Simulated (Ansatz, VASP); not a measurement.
# Two plane-wave programs on Si2As3

```xyz
10
Lattice="3.1269 1.8053 5.8509 -3.1269 1.8053 5.8509 0.0000 -3.6106 5.8509" Properties=species:S:1:pos:R:3 pbc="T T T"
Si    0.0000    0.0000   14.9522
Si    0.0000    0.0000   11.3770
Si    0.0000    0.0000    2.6006
Si    0.0000    0.0000    6.1758
As   -1.2796   -1.8053    7.3137
As    2.2033   -0.2055    7.3137
As   -0.9236    2.0109    7.3137
As    1.2796    1.8053   10.2391
As   -2.2033    0.2055   10.2391
As    0.9236   -2.0109   10.2391
```

Alike in both runs: functional PBE; k mesh 3 × 3 × 3; occupations gaussian, width 0.1 eV; no spin polarisation.

Ansatz relaxed the structure, and its values are those at the end. VASP's run is a single point on that final structure, the one shown.

```csv
,VASP,Ansatz
version,VASP 6.6.1,Ansatz 0.2.0
potentials or method,"VASP PAW PBE potentials, release 64 (Si, As), cutoff 520 eV","scalar-relativistic, plane waves, PAW"
valence electrons in the cell,46,106
```

Ansatz gave:

| Item | Value |
| --- | --- |
| gap on the k mesh at the Fermi level (eV) | none |
| pressure (GPa) | -0.2 |
| rms of the force components (eV/Å) | 0.015 |

**Question.** What did VASP give for the same quantities?

**Answer.** gap on the k mesh at the Fermi level (eV): none; pressure (GPa): 0.0; rms of the force components (eV/Å): 0.015.

A gap of «none» marks a metal or a gap that the smearing closes. VASP's potentials hold 46 valence electrons a cell and Ansatz's 106, so a difference there can come from the potentials and not from the codes.

The k mesh is coarse, so the values compare programs but aren't converged.
